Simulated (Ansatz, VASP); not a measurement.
**ScTeAs3: VASP beside Ansatz**

File INCAR:

```
ALGO = Normal
EDIFF = 1E-6
EDIFFG = -0.04
ENCUT = 600
GGA = PE
IBRION = 2
ISIF = 3
ISMEAR = 0
LASPH = True
LCHARG = False
LREAL = False
LWAVE = False
NELM = 60
NSW = 90
PREC = Accurate
SIGMA = 0.1
```

The input KPOINTS:

```
k-points
0
Gamma
  4 4 4
```

The input POSCAR:

```
ScTeAs3
1.0
    5.1717977400      0.0000000000      0.0000000000
    0.0000000000      5.1717977400      0.0000000000
    0.0000000000      0.0000000000      5.1717977400
Sc Te As
1 1 3
Direct
    0.5000000000      0.5000000000      0.5000000000
    0.0000000000      0.0000000000      0.0000000000
    0.5000000000      0.0000000000      0.0000000000
    0.0000000000      0.5000000000      0.0000000000
    0.0000000000      0.0000000000      0.5000000000
```

Input for Ansatz:

```yaml
crystal:
  lattice:
    - [5.17179774, 0.0, 0.0]
    - [0.0, 5.17179774, 0.0]
    - [0.0, 0.0, 5.17179774]
  atoms:
    - { symbol: Sc, position: [0.5, 0.5, 0.5] }
    - { symbol: Te, position: [0.0, 0.0, 0.0] }
    - { symbol: As, position: [0.5, 0.0, 0.0] }
    - { symbol: As, position: [0.0, 0.5, 0.0] }
    - { symbol: As, position: [0.0, 0.0, 0.5] }
basis:
  ecutwfc: 420
kpoints:
  mp_grid: { grid: [4, 4, 4] }
hamiltonian:
  xc: pbe
scf:
  occupations: { method: gaussian, width: 0.1 }
  lower_state_search: "off"
output:
  forces: true
  stress: true
  eigenvalues: true
relax:
  adjacent_minimum: "off"
  f_tol: 0.04
  max_steps: 70
  cell: { stress_tol: 0.4 }
```

Alike in both runs: task relaxation of cell and atoms; functional PBE; k mesh 4 × 4 × 4; occupations gaussian, width 0.1 eV; no spin polarisation.

|  | VASP | Ansatz |
| --- | --- | --- |
| version | VASP 6.6.1 | Ansatz 0.2.0 |
| potentials or method | VASP PAW PBE potentials, release 64 (Sc_sv, Te, As), cutoff 600 eV | scalar-relativistic, plane waves, PAW |
| valence electrons in the cell | 32 | 72 |

Ansatz gave:

| Item | Value |
| --- | --- |
| gap on the k mesh at the Fermi level, each at its own relaxed structure (eV) | none |
| relaxed volume (Å³/atom) | 28.80 |
| relaxed length of the cell vector where the two differ most in proportion (Å) | 5.241 |

**Question.** Which values does VASP return?

**Answer.** gap on the k mesh at the Fermi level, each at its own relaxed structure (eV): none; relaxed volume (Å³/atom): 28.71; relaxed length of the cell vector where the two differ most in proportion (Å): 5.236.

A gap of «none» marks a metal or a gap that the smearing closes. VASP's potentials hold 32 valence electrons a cell and Ansatz's 72, so a difference there can come from the potentials and not from the codes.

Spin-orbit coupling is off throughout.
